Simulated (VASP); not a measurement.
# AlNi in VASP: single point with PBEsol

Aim: the single point of AlNi with PBEsol.

Everything below comes from runs of VASP 6.6.1. Logs are shortened: lines on timing, memory, paths and dates and some standing lists are left out, and cuts for length are marked.

### 1 The cell of the first run

The cell holds a slab with vacuum, 8 atoms: a = 2.862 Å, b = 4.048 Å, c = 23.072 Å, α = 90.00°, β = 90.00°, γ = 90.00°.

### 2 Single point, PBEsol

File INCAR:

```
PREC     = Accurate       # precision mode
ENCUT    = 520            # plane-wave cutoff, eV
EDIFF    = 1E-7           # SCF threshold, eV
ISMEAR   = 0              # smearing method
SIGMA    = 0.1            # smearing width, eV
LREAL    = False          # projectors in reciprocal space
LASPH    = True           # aspherical terms in the spheres
NELM     = 60             # most SCF steps
ALGO     = Normal         # electronic algorithm
ISIF     = 2              # what is computed and relaxed
LWAVE    = False          # write WAVECAR
LCHARG   = False          # write CHGCAR
LDIPOL   = True         
IDIPOL   = 3            
DIPOL    = 0.5 0.5 0.499
GGA      = PS             # functional
NBANDS   = 36             # bands
```

File KPOINTS:

```
Automatic mesh
0
Gamma
  10 7 1
```

File POSCAR:

```
AlNi
1.0
    2.8621655520      0.0000000000      0.0000000000
    0.0000000000      4.0477133414      0.0000000000
    0.0000000000      0.0000000000     23.0715700121
Al Ni
4 4
Direct
    0.0000000000      0.5000000000      0.3684187940
    0.0000000000      0.0000000000      0.4561395980
    0.0000000000      0.5000000000      0.5436766411
    0.0000000000      0.0000000000      0.6343693346
    0.5000000000      0.0000000000      0.3684187940
    0.5000000000      0.5000000000      0.4561395980
    0.5000000000      0.0000000000      0.5425229819
    0.5000000000      0.5000000000      0.6262368633
```

Potentials or basis: VASP PAW PBE potentials, release 64 (Al, Ni).

Launch:

```sh
cat potpaw_PBE.64/Al/POTCAR potpaw_PBE.64/Ni/POTCAR > POTCAR
mpirun -np 1 vasp_std > vasp.out
```

OUTCAR:

```text
PREC = Accurate
   ENCUT = 520
   EDIFF = 1E-7
   ISMEAR = 0
   LREAL = False
   LASPH = True
   NELM = 60
   ISIF = 2
   GGA = PS

 ion  position               nearest neighbor table
   1  0.000  0.500  0.368-   5 2.48   5 2.48   5 2.48   5 2.48   6 2.48   6 2.48   2 2.86   2 2.86

   2  0.000  0.000  0.456-   7 2.45   7 2.45   6 2.48   6 2.48   6 2.48   6 2.48   5 2.48   5 2.48
                             3 2.86   3 2.86   1 2.86   1 2.86
   3  0.000  0.500  0.544-   8 2.38   8 2.38   6 2.48   6 2.48   7 2.48   7 2.48   7 2.48   7 2.48
                             2 2.86   2 2.86   4 2.91   4 2.91
   4  0.000  0.000  0.634-   8 2.49   8 2.49   8 2.49   8 2.49   7 2.56   7 2.56   3 2.91   3 2.91

   5  0.500  0.000  0.368-   1 2.48   1 2.48   1 2.48   1 2.48   2 2.48   2 2.48   6 2.86   6 2.86

   6  0.500  0.500  0.456-   3 2.48   3 2.48   2 2.48   2 2.48   2 2.48   2 2.48   1 2.48   1 2.48
                             7 2.84   7 2.84   5 2.86   5 2.86
   7  0.500  0.000  0.543-   2 2.45   2 2.45   3 2.48   3 2.48   3 2.48   3 2.48   4 2.56   4 2.56
                             8 2.80   8 2.80   6 2.84   6 2.84
   8  0.500  0.500  0.626-   3 2.38   3 2.38   4 2.49   4 2.49   4 2.49   4 2.49   7 2.80   7 2.80

  LATTYP: Found a simple orthorhombic cell.
 ALAT       =     2.8621655520
 B/A-ratio  =     1.4142135624
 C/A-ratio  =     8.0608789369

  Lattice vectors:

 A1 = (   2.8621655520,   0.0000000000,   0.0000000000)
 A2 = (   0.0000000000,   4.0477133414,   0.0000000000)
 A3 = (   0.0000000000,   0.0000000000,  23.0715700121)

Analysis of symmetry for initial positions (statically):
=====================================================================
 Subroutine PRICEL returns:
 Original cell was already a primitive cell.

 Routine SETGRP: Setting up the symmetry group for a
 simple orthorhombic supercell.

 Subroutine GETGRP returns: Found  4 space group operations
 (whereof  4 operations were pure point group operations)
 out of a pool of  8 trial point group operations.

The static configuration has the point symmetry C_2v.

Analysis of symmetry for dynamics (positions and initial velocities):
=====================================================================
 Subroutine PRICEL returns:
 Original cell was already a primitive cell.

 Routine SETGRP: Setting up the symmetry group for a
 simple orthorhombic supercell.

 Subroutine GETGRP returns: Found  4 space group operations
 (whereof  4 operations were pure point group operations)
 out of a pool of  8 trial point group operations.

The dynamic configuration has the point symmetry C_2v.

 Subroutine INISYM returns: Found  4 space group operations
 (whereof  4 operations are pure point group operations),
 and found     1 'primitive' translations

----------------------------------------------------------------------------------------

                                     Primitive cell

  volume of cell :     267.2893

  direct lattice vectors                    reciprocal lattice vectors
     2.862165552  0.000000000  0.000000000     0.349385800  0.000000000  0.000000000
     0.000000000  4.047713341  0.000000000     0.000000000  0.247053068  0.000000000
     0.000000000  0.000000000 23.071570012     0.000000000  0.000000000  0.043343388

  length of vectors
     2.862165552  4.047713341 23.071570012     0.349385800  0.247053068  0.043343388

  position of ions in fractional coordinates (direct lattice)
     0.000000000  0.500000000  0.368418794
     0.000000000  0.000000000  0.456139598
     0.000000000  0.500000000  0.543676641
     0.000000000  0.000000000  0.634369335
     0.500000000  0.000000000  0.368418794
     0.500000000  0.500000000  0.456139598
     0.500000000  0.000000000  0.542522982
     0.500000000  0.500000000  0.626236863

  ion indices of the primitive-cell ions
   primitive index   ion index
                 1           1
                 2           2
                 3           3
                 4           4
                 5           5
                 6           6
                 7           7
                 8           8

----------------------------------------------------------------------------------------

 KPOINTS: Automatic mesh

Automatic generation of k-mesh.
 Grid dimensions read from file:
 generate k-points for:   10    7    1

 Generating k-lattice:

  Cartesian coordinates                     Fractional coordinates (reciprocal lattice)
     0.034938580  0.000000000  0.000000000     0.100000000  0.000000000  0.000000000
     0.000000000  0.035293295  0.000000000     0.000000000  0.142857143  0.000000000
     0.000000000  0.000000000  0.043343388     0.000000000  0.000000000  1.000000000

  Length of vectors
     0.034938580  0.035293295  0.043343388

  Shift w.r.t. Gamma in fractional coordinates (k-lattice)
     0.000000000  0.000000000  0.000000000

 Subroutine IBZKPT returns following result:
 ===========================================

 Found     24 irreducible k-points:

 Following reciprocal coordinates:
            Coordinates               Weight
  0.000000  0.000000  0.000000      1.000000
  0.100000  0.000000  0.000000      2.000000
  0.200000  0.000000  0.000000      2.000000
  0.300000  0.000000  0.000000      2.000000
  0.400000  0.000000  0.000000      2.000000
  0.500000  0.000000  0.000000      1.000000
[... 16 lines left out ...]
  0.400000  0.428571  0.000000      4.000000
  0.500000  0.428571  0.000000      2.000000
   k-points           NKPTS =     24   k-points in BZ     NKDIM =     24   number of bands    NBANDS=     36
   number of dos      NEDOS =    301   number of ions     NIONS =      8
   total plane-waves  NPLWV = 129600
   dimension x,y,z NGX =    24 NGY =   30 NGZ =  180
   dimension x,y,z NGXF=    48 NGYF=   60 NGZF=  360
   ions per type =               4   4
   NGX,Y,Z   is equivalent  to a cutoff of  13.94, 12.32, 12.97 a.u.
   NGXF,Y,Z  is equivalent  to a cutoff of  27.88, 24.64, 25.94 a.u.
 SYSTEM =  unknown system
   PREC   = accura    normal or accurate (medium, high low for compatibility)
   ISTART =      0    job   : 0-new  1-cont  2-samecut
   ICHARG =      2    charge: 1-file 2-atom 10-const
   ISPIN  =      1    spin polarized calculation?
   LNONCOLLINEAR =      F non collinear calculations
   LSORBIT =      F    spin-orbit coupling
   LASPH  =      T    aspherical Exc in radial PAW
   ENCUT  =  520.0 eV  38.22 Ry    6.18 a.u.   5.32  7.53 42.90*2*pi/ulx,y,z
   NELM   =     60;   NELMIN=  2; NELMDL= -5     # of ELM steps
   EDIFF  = 0.1E-06   stopping-criterion for ELM
   LREAL  =      F    real-space projection
   EDIFFG = 0.1E-05   stopping-criterion for IOM
   NSW    =      0    number of steps for IOM
   IBRION =     -1    ionic relax: 0-MD 1-quasi-New 2-CG
   NFREE  =      0    steps in history (QN), initial steepest desc. (CG)
   ISIF   =      2    stress and relaxation
   ISYM   =      2    0-nonsym 1-usesym 2-fastsym
   POTIM  = 0.5000    time-step for ionic-motion
   TEBEG  =    0.0;   TEEND  =   0.0 temperature during run
   PSTRESS=    0.0 pullay stress
   NELECT =      52.0000    total number of electrons
   NUPDOWN=      -1.0000    fix difference up-down
   EMIN   =  10.00;   EMAX   =-10.00  energy-range for DOS
   EFERMI =   0.00;   METHOD = LEGACY
   ISMEAR =     0;   SIGMA  =   0.10  broadening in eV -4-tet -1-fermi 0-gaus
   EFERMI_NEDOS =   21; number of points for ismear=-14 and -15
   IALGO  =     38    algorithm
   IMIX   =      4    mixing-type and parameters
     AMIX     =   0.40;   BMIX     =  1.00
     AMIX_MAG =   1.60;   BMIX_MAG =  1.00
  volume/ion in A,a.u.               =      33.41       225.47
  Fermi-wavevector in a.u.,A,eV,Ry     =   0.948598  1.792590 12.243034  0.899838
  Thomas-Fermi vector in A             =   2.076801
   LORBIT       =      0    0 simple, 1 ext, 2 COOP (PROOUT), +10 PAW based schemes
   GGA     = PS    functional components
   LHFCALC =     F    Hartree Fock is set to
   AEXX    =    0.0000 exact exchange contribution
   IVDW    =     0    specifies the selected vdW correction
   LEPSILON=     F    determine dielectric tensor
   LRPA    =     F    only Hartree local field effects (RPA)
 non-spin polarized calculation
 Gauss-broadening in eV      SIGMA  =   0.10
  energy-cutoff  :      520.00
  volume of cell :      267.29
 maximum number of plane-waves:      7239
 NGX is ok and might be reduce to    24
   NGX = 11   NGY = 15   NGZ = 85

 dipolmoment           0.000000      0.000000      0.004039 electrons x Angstroem

 number of electron      51.9999992 magnetization

 dipolmoment           0.000000      0.000000     -0.009516 electrons x Angstroem

 Free energy of the ion-electron system (eV)
  ---------------------------------------------------
  ext. energy  EPLUGINS =         0.00000000
  ---------------------------------------------------
  free energy    TOTEN  =       -43.66220545 eV

  energy without entropy =      -43.62948464  energy(sigma->0) =      -43.64584504

 E-fermi :   0.4358     XC(G=0):  -5.1692

 val. band max:        0.4130845597   @ k =   0.5000   0.2857   0.0000
 cond. band min:       0.4472543308   @ k =   0.5000   0.0000   0.0000
 fundamental gap:      0.0341697711
 Fermi energy:         0.4358313988

 k-point     1 :       0.0000    0.0000    0.0000
  band No.  band energies     occupation
      1     -10.3034      2.00000
      2      -8.8273      2.00000
      3      -6.8488      2.00000
      4      -5.1077      2.00000
      5      -3.2480      2.00000
      6      -2.9842      2.00000
[... 28 lines left out ...]
     35       5.5863      0.00000
     36       5.7084      0.00000

 k-point     2 :       0.1000    0.0000    0.0000
  band No.  band energies     occupation
      1     -10.1191      2.00000
      2      -8.6502      2.00000
      3      -6.6876      2.00000
      4      -4.9867      2.00000
      5      -3.1009      2.00000
      6      -2.9303      2.00000
[... 850 lines left out ...]
 k-point    24 :       0.5000    0.4286    0.0000
  band No.  band energies     occupation
      1      -5.3065      2.00000
      2      -4.9055      2.00000
      3      -4.4138      2.00000
      4      -4.3518      2.00000
      5      -4.2682      2.00000
      6      -3.5669      2.00000
[... 28 lines left out ...]
     35       4.6038      0.00000
     36       4.9566      0.00000

------------------------ aborting loop because EDIFF is reached ----------------------------------------

 vacuum level on the upper side and lower side of the slab       (xc-potential included)        -0.154        -0.019

  FORCE on cell =-STRESS in cart. coord.  units (eV):
  Direction    XX          YY          ZZ          XY          YZ          ZX
  --------------------------------------------------------------------------------------
  -------------------------------------------------------------------------------------
  Total       -4.3209207     -3.9708950     -0.3407280      0.0000000      0.0000000      0.0000000
  in kB      -25.9003259    -23.8022132     -2.0423810      0.0000000      0.0000000      0.0000000
  external PRESSURE =     -17.2483067 kB  Pullay stress =       0.0000000 kB

 VOLUME and BASIS-vectors are now :
 -----------------------------------------------------------------------------
  energy-cutoff  :      520.00
  volume of cell :      267.29
      direct lattice vectors                 reciprocal lattice vectors
     2.862165552  0.000000000  0.000000000     0.349385800  0.000000000  0.000000000
     0.000000000  4.047713341  0.000000000     0.000000000  0.247053068  0.000000000
     0.000000000  0.000000000 23.071570012     0.000000000  0.000000000  0.043343388

 POSITION                                       TOTAL-FORCE (eV/Angst)
 -----------------------------------------------------------------------------------
      0.00000      2.02386      8.50000         0.000000      0.000000     -0.511359
      0.00000      0.00000     10.52386         0.000000      0.000000     -0.506129
      0.00000      2.02386     12.54347         0.000000      0.000000     -0.005457
      0.00000      0.00000     14.63590         0.000000      0.000000     -0.003934
      1.43108      0.00000      8.50000         0.000000      0.000000      0.707899
      1.43108      2.02386     10.52386         0.000000      0.000000      0.295845
      1.43108      0.00000     12.51686         0.000000      0.000000      0.002328
      1.43108      2.02386     14.44827         0.000000      0.000000      0.020807
 -----------------------------------------------------------------------------------
    total drift:                                0.000000      0.000000     -0.001602

  FREE ENERGIE OF THE ION-ELECTRON SYSTEM (eV)
  ---------------------------------------------------
  free  energy   TOTEN  =       -43.6622054465 eV

  energy  without entropy=      -43.6294846414  energy(sigma->0) =      -43.64584504

 vacuum level on the upper side and lower side of the slab         5.171         5.310
```

It took 4.4 min on 1 thread of Intel Xeon 6975P-C (Granite Rapids), shared host; peak memory 0.46 GiB.

Results:

- Free energy: -43.6622 eV
- Largest force: 0.708 eV/Å
- Band gap on the k mesh: zero (bands 26 and 27 overlap by 1.27 eV)

Forces on the atoms (eV/Å):
```
Al   0.000  0.000 -0.511
Al   0.000  0.000 -0.506
Al   0.000  0.000 -0.005
Al   0.000  0.000 -0.004
Ni   0.000  0.000  0.708
Ni   0.000  0.000  0.296
Ni   0.000  0.000  0.002
Ni   0.000  0.000  0.021
```

Levels at points of the mesh, in eV from the Fermi level:
```
           k point  band 22  band 23  band 24  band 25  band 26  band 27  band 28  band 29  band 30  band 31
(0.00, 0.00, 0.00)    -1.32    -1.29    -1.25    -1.15    -1.02     0.26     2.10     2.17     2.85     3.45
(0.50, 0.00, 0.00)    -0.98    -0.77    -0.59    -0.30     0.01     0.91     1.64     2.76     3.08     3.95
```

Caveat: the PAW data sets were made with another functional, which shifts forces and pressure a little.

The gap in the log of VASP goes by the Fermi energy; the results here count the filled bands.